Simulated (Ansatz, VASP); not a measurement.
Al6H: VASP beside Ansatz

The input INCAR:

```
SYSTEM = Al6H
  ALGO = Normal
  DIPOL = 0.5 0.5 0.293
  EDIFF = 1E-6
  ENCUT = 520
  GGA = PE
  IDIPOL = 3
  ISIF = 2
  ISMEAR = 0
  LASPH = .TRUE.
  LCHARG = .FALSE.
  LDIPOL = .TRUE.
  LREAL = .FALSE.
  LWAVE = .FALSE.
  NBANDS = 32
  NELM = 100
  PREC = Accurate
  SIGMA = 0.1
```

KPOINTS

```
k-points
0
G
  5 5 1
  0 0 0
```

POSCAR

```
Al6H
1.0
    5.7135165837      0.0000000000      0.0000000000
    0.0000000000      5.7135165837      0.0000000000
    0.0000000000      0.0000000000     22.1746954375
Al H
12 2
Direct
    0.2500000000      0.2500000000      0.1803857921
    0.2500000000      0.7500000000      0.1803857921
    0.7500000000      0.2500000000      0.1803857921
    0.7500000000      0.7500000000      0.1803857921
    0.0000000000      0.0000000000      0.2744050924
    0.0000000000      0.5000000000      0.2744050924
    0.5000000000      0.0000000000      0.2744050924
    0.5000000000      0.5000000000      0.2744050924
    0.2500000000      0.2500000000      0.3686497278
    0.2500000000      0.7500000000      0.3686497278
    0.7500000000      0.2500000000      0.3686497278
    0.7500000000      0.7500000000      0.3686497278
    0.0000000000     -0.0568826563      0.4033739928
    0.0000000000      0.0568826563      0.4033739928
```

Input for Ansatz:

```yaml
crystal:
  lattice:
    - [5.7135165837, 0.0, 0.0]
    - [0.0, 5.7135165837, 0.0]
    - [0.0, 0.0, 22.1746954375]
  atoms:
    - { symbol: Al, position: [0.25, 0.25, 0.1803857921] }
    - { symbol: Al, position: [0.25, 0.75, 0.1803857921] }
    - { symbol: Al, position: [0.75, 0.25, 0.1803857921] }
    - { symbol: Al, position: [0.75, 0.75, 0.1803857921] }
    - { symbol: Al, position: [0.0, 0.0, 0.2744050924] }
    - { symbol: Al, position: [0.0, 0.5, 0.2744050924] }
    - { symbol: Al, position: [0.5, 0.0, 0.2744050924] }
    - { symbol: Al, position: [0.5, 0.5, 0.2744050924] }
    - { symbol: Al, position: [0.25, 0.25, 0.3686497278] }
    - { symbol: Al, position: [0.25, 0.75, 0.3686497278] }
    - { symbol: Al, position: [0.75, 0.25, 0.3686497278] }
    - { symbol: Al, position: [0.75, 0.75, 0.3686497278] }
    - { symbol: H, position: [0.0, -0.0568826563, 0.4033739928] }
    - { symbol: H, position: [0.0, 0.0568826563, 0.4033739928] }
basis:
  ecutwfc: 420
kpoints:
  mp_grid: { grid: [5, 5, 1] }
hamiltonian:
  xc: pbe
  pseudopotentials: { kind: paw, azcp: { folder: soft_1 } }
scf:
  occupations: { method: gaussian, width: 0.1 }
output:
  forces: true
  eigenvalues: true
efield:
  axis: 3
  dipole_correction: true
  ramp_width: 0.04
```

Alike in both runs: task single point; functional PBE; k mesh 5 × 5 × 1; occupations gaussian, width 0.1 eV; no spin polarisation.

|  | VASP | Ansatz |
| --- | --- | --- |
| version | VASP 6.6.1 | Ansatz 0.2.0 |
| potentials or method | VASP PAW PBE potentials, release 64 (Al, H), cutoff 520 eV | scalar-relativistic, plane waves, PAW |
| valence electrons in the cell | 38 | 38 |

```tsv
	VASP	Ansatz	Ansatz less VASP
gap on the k mesh at the Fermi level (eV)	none	none	-
rms of the force components (eV/Å)	1.673	1.660	-0.0132
```

Atom by atom the forces differ by 0.014 eV/Å (rms over components). A gap of «none» marks a metal or a gap that the smearing closes. With one functional, cell and mesh, what is left measures potentials, basis and numerics.
